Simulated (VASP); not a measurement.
Runs of VASP 6.6.1 on AlNi. The structure is that of space group P4/mmm (No. 123), or close to it. The cells are those of the table. 

| task | level | potentials or basis | spin | fixed moment (μB) | cell | k mesh | gap on the mesh (eV) | pressure (GPa) | moment (μB) |
| --- | --- | --- | --- | --- | --- | --- | --- | --- | --- |
| vibrations by perturbation theory | PBEsol | VASP PAW PBE potentials, release 64 (Ni, Al) | collinear, ferromagnetic start | - | a = 2.752, b = 2.752, c = 3.099 Å, angles 90.0, 90.0, 90.4°, 2 atoms | 8 × 8 × 8 | - | - | 0.00 |
| single point | PBEsol | VASP PAW PBE potentials, release 64 (Ni, Al) | collinear, ferromagnetic start | 1.2 | a = 2.752, b = 2.752, c = 3.099 Å, angles 90.0, 90.0, 90.4°, 2 atoms | 8 × 8 × 7 | - | (b) | 1.20 |
| single point | r2SCAN | VASP PAW PBE potentials, release 64 (Ni, Al) | collinear, ferromagnetic start | - | a = 2.715, b = 2.715, c = 3.058 Å, angles 90.0, 90.0, 90.4°, 2 atoms | 10 × 10 × 9 | none | (a) | 0.00 |
| single point | PBEsol | VASP PAW PBE potentials, release 64 (Ni, Al) | collinear, zero start | 0.0 | a = 2.752, b = 2.752, c = 3.099 Å, angles 90.0, 90.0, 90.4°, 2 atoms | 8 × 8 × 7 | - | 0.5 | 0.00 |
| single point | LDA | VASP PAW LDA potentials, release 64 (Ni, Al) | collinear, ferromagnetic start | - | a = 2.734, b = 2.734, c = 3.079 Å, angles 90.0, 90.0, 90.4°, 2 atoms | 10 × 10 × 9 | none | -1.2 | 0.00 |
| single point | r2SCAN | VASP PAW PBE potentials, release 64 (Ni, Al) | collinear, ferromagnetic start | - | a = 2.696, b = 2.696, c = 3.036 Å, angles 90.0, 90.0, 90.4°, 2 atoms | 10 × 10 × 9 | none | 13.1 | 0.00 |
| single point | PBEsol | VASP PAW PBE potentials, release 64 (Ni, Al) | collinear, ferromagnetic start | 2.0 | a = 2.752, b = 2.752, c = 3.099 Å, angles 90.0, 90.0, 90.4°, 2 atoms | 8 × 8 × 7 | - | 19.6 | 2.00 |
| single point | PBEsol | VASP PAW PBE potentials, release 64 (Ni, Al) | collinear, ferromagnetic start | 1.0 | a = 2.752, b = 2.752, c = 3.099 Å, angles 90.0, 90.0, 90.4°, 2 atoms | 8 × 8 × 7 | - | 4.6 | 1.00 |
| single point | LDA | VASP PAW LDA potentials, release 64 (Ni, Al) | collinear, ferromagnetic start | - | a = 2.715, b = 2.715, c = 3.058 Å, angles 90.0, 90.0, 90.4°, 2 atoms | 10 × 10 × 9 | none | 2.7 | 0.00 |
| single point | r2SCAN | VASP PAW PBE potentials, release 64 (Ni, Al) | collinear, ferromagnetic start | - | a = 2.734, b = 2.734, c = 3.079 Å, angles 90.0, 90.0, 90.4°, 2 atoms | 10 × 10 × 9 | none | 4.2 | 0.00 |
| single point | PBEsol | VASP PAW PBE potentials, release 64 (Ni, Al) | collinear, ferromagnetic start | 0.2 | a = 2.752, b = 2.752, c = 3.099 Å, angles 90.0, 90.0, 90.4°, 2 atoms | 8 × 8 × 7 | - | 0.8 | 0.20 |
| single point | PBEsol | VASP PAW PBE potentials, release 64 (Ni, Al) | collinear, ferromagnetic start | 0.8 | a = 2.752, b = 2.752, c = 3.099 Å, angles 90.0, 90.0, 90.4°, 2 atoms | 8 × 8 × 7 | - | 2.9 | 0.80 |

Alike in all rows: cutoff (eV) 520; smearing fermi-dirac 0.05 eV.

Q: Fill in the values left out.

A: (a) 8.5; (b) 6.9.

Caveats: the PAW data sets were made with another functional, which shifts forces and pressure a little (at least some runs); the cell stands under pressure (at least some runs); the total moment is fixed, so each spin has its own Fermi level (at least some runs).

A gap of «none» marks levels without a gap at the run's occupations.
